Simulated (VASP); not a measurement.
Input of a VASP 6.6.1 run:

The input INCAR:

```
SYSTEM = HfTi
PREC = Accurate ; ENCUT = 500
EDIFF = 1E-6 ; ISMEAR = 1
SIGMA = 0.15 ; LREAL = .False.
LASPH = .True. ; NELM = 120
ALGO = Normal ; ISIF = 2
LWAVE = .False. ; LCHARG = .False.
NBANDS = 18 ; GGA_COMPAT = .False.
```

File KPOINTS:

```
Automatic mesh
0
Gamma
  10 10 5
  0 0 0
```

File POSCAR:

```
HfTi
1.0
    3.0861483000      0.0000000000      0.0000000000
   -1.5430741500      2.6726828300      0.0000000000
    0.0000000000      0.0000000000      4.8292593400
Hf Ti
1 1
Direct
    0.6666666700      0.3333333300      0.5000000000
    0.3333333300      0.6666666700      0.0000000000
```

Potentials or basis: VASP PAW LDA potentials, release 64 (Hf_pv, Ti_sv).

Command:

```console
$ cat potpaw_LDA.64/Hf_pv/POTCAR potpaw_LDA.64/Ti_sv/POTCAR > POTCAR
$ mpirun -np 1 vasp_std > vasp.out
```

Task: Predict the pressure.

Result: -7.6 GPa.

Task: Estimate the band gap on the k mesh.

Result: Zero (band 11 reaches 6.93 eV, above the bottom of band 12 at 5.90 eV).

Stress tensor (GPa, compression positive):
```
-7.36  0.00  0.00
 0.00 -7.36  0.00
 0.00  0.00 -7.97
```

Caveat: spin-orbit coupling is left out, which moves the levels of the heavy elements.
